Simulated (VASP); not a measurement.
A run of VASP 6.6.1 is set up as follows.

The input INCAR:

```
PREC = Accurate ; ENCUT = 520
EDIFF = 1E-6 ; ISMEAR = 0
SIGMA = 0.05 ; LREAL = F
LASPH = T ; NELM = 100
ALGO = Normal ; ISIF = 2
LWAVE = F ; LCHARG = F
LDIPOL = T ; IDIPOL = 3
DIPOL = 0.5 0.5 0.416 ; GGA = PE
IVDW = 12 ; NBANDS = 31
```

Contents of KPOINTS:

```
Automatic mesh
0
Gamma
  9 9 1
```

Contents of POSCAR:

```
PtS2
1.0
    3.5414386157      0.0000000000      0.0000000000
   -1.7707193078      3.0669758072      0.0000000000
    0.0000000000      0.0000000000     22.4671575440
S Pt
4 2
Direct
    0.6666666667      0.3333333333      0.2002923597
    0.3333333333      0.6666666667      0.3108349936
    0.6666666667      0.6666666667      0.5218096125
    0.3333333333      1.0000000000      0.6323522464
    0.0000000000      0.0000000000      0.2555636767
    0.0000000000      0.3333333333      0.5770809295
```

Potentials or basis: VASP PAW PBE potentials, release 64 (S, Pt).

Run with:

```console
$ cat potpaw_PBE.64/S/POTCAR potpaw_PBE.64/Pt/POTCAR > POTCAR
$ mpirun -np 1 vasp_std > vasp.out
```

Problem. Estimate the band gap on the k mesh.

Solution. 1.77 eV (least direct gap 1.84 eV).

Problem. Estimate the largest force.

Solution. 0.043 eV/Å.

Problem. Estimate the dispersion energy per atom.

Solution. -0.292 eV.

Forces on the atoms (eV/Å):
```
S    0.000  0.000  0.043
S    0.000  0.000 -0.001
S    0.000  0.000  0.001
S    0.000  0.000 -0.043
Pt   0.000  0.000  0.023
Pt   0.000  0.000 -0.023
```

Caveat: the cell differs from its parent crystal (layers slid over each other); spin-orbit coupling is left out, which moves the levels of the heavy elements.
